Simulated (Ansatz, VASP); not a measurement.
NiO in VASP and in Ansatz

The input POSCAR:

```
NiO
1.0
    0.0000000000      2.0719018797      2.0719018797
    2.0719018797      0.0000000000      2.0719018797
    2.0719018797      2.0719018797      0.0000000000
Ni O
1 1
Direct
    0.0000000000      0.0000000000      0.0000000000
    0.5000000000      0.5000000000      0.5000000000
```

Contents of INCAR.step1:

```
SYSTEM = NiO
  PREC = Accurate
  ENCUT = 520
  ISMEAR = -1
  SIGMA = 0.05
  LREAL = .False.
  LASPH = .True.
  NELM = 150
  ISPIN = 2
  MAGMOM = 1 0
  LMAXMIX = 4
  NBANDS = 19
  GGA = PE
  ALGO = Normal
  EDIFF = 1E-4
  LWAVE = .True.
  LCHARG = .False.
```

INCAR.step2

```
SYSTEM = NiO
  PREC = Accurate
  ENCUT = 520
  EDIFF = 1E-7
  ISMEAR = -1
  SIGMA = 0.05
  LREAL = .False.
  LASPH = .True.
  NELM = 150
  ALGO = Normal
  ISIF = 2
  LWAVE = .False.
  LCHARG = .False.
  ISPIN = 2
  MAGMOM = 1 0
  LORBIT = 11
  LMAXMIX = 4
  METAGGA = R2SCAN
  LMIXTAU = .True.
  IVDW = 13
  VDW_S6 = 1.0
  VDW_S8 = 0.6018749
  VDW_A1 = 0.51559235
  VDW_A2 = 5.77342911
  NBANDS = 19
  ISTART = 1
```

The input KPOINTS:

```
regular mesh
0
Gamma
  11 11 11
  0 0 0
```

File input.yaml:

```yaml
crystal:
  lattice:
    - [0.0, 2.0719018797, 2.0719018797]
    - [2.0719018797, 0.0, 2.0719018797]
    - [2.0719018797, 2.0719018797, 0.0]
  atoms:
    - { symbol: Ni, position: [0.0, 0.0, 0.0], spin: 1.0 }
    - { symbol: O, position: [0.5, 0.5, 0.5] }
hamiltonian:
  xc: r2scan
  pseudopotentials: { kind: paw }
  dispersion: d4
magnetization:
  spin_polarized: true
kpoints:
  mp_grid: { grid: [11, 11, 11] }
scf:
  occupations: { method: fermi_dirac, width: 0.05 }
output:
  forces: true
  stress: true
  eigenvalues: true
  write_density: true
  write_potential: true
  elf: true
  volumetric_format: npy
```

Alike in both runs: task single point; functional r2SCAN; dispersion D4; k mesh 11 × 11 × 11; occupations fermi-dirac, width 0.05 eV; collinear spin.

|  | VASP | Ansatz |
| --- | --- | --- |
| version | VASP 6.6.1 | Ansatz 0.2.0 |
| potentials or method | VASP PAW PBE potentials, release 64 (Ni, O) | Ansatz PAW |
| plane-wave cutoff (eV) | 520 | 500 |
| valence electrons in the cell | 16 | 24 |

```tsv
	VASP	Ansatz	Ansatz less VASP
gap on the k mesh at the Fermi level (eV)	0.67	0.75	+0.082
least direct gap on the mesh (eV)	1.67	1.75	+0.076
pressure (GPa)	6.0	5.9	-0.10
net moment per atom (μB)	1.00	1.00	0.000
size of the moment on the site where the two differ most (μB)	1.69	1.66	-0.027
```

VASP's potentials were made for PBE, not for r2SCAN. Site moments also hang on the region over which each program counts them. VASP's potentials hold 16 valence electrons a cell and Ansatz's 24, so a difference there can come from the potentials and not from the codes.

Noted on Ansatz's run: the magnetic or orbital state may not be the lowest; odd divisions of the mesh miss points on the zone boundary, where band edges often lie, so the gap on the mesh can be too wide.
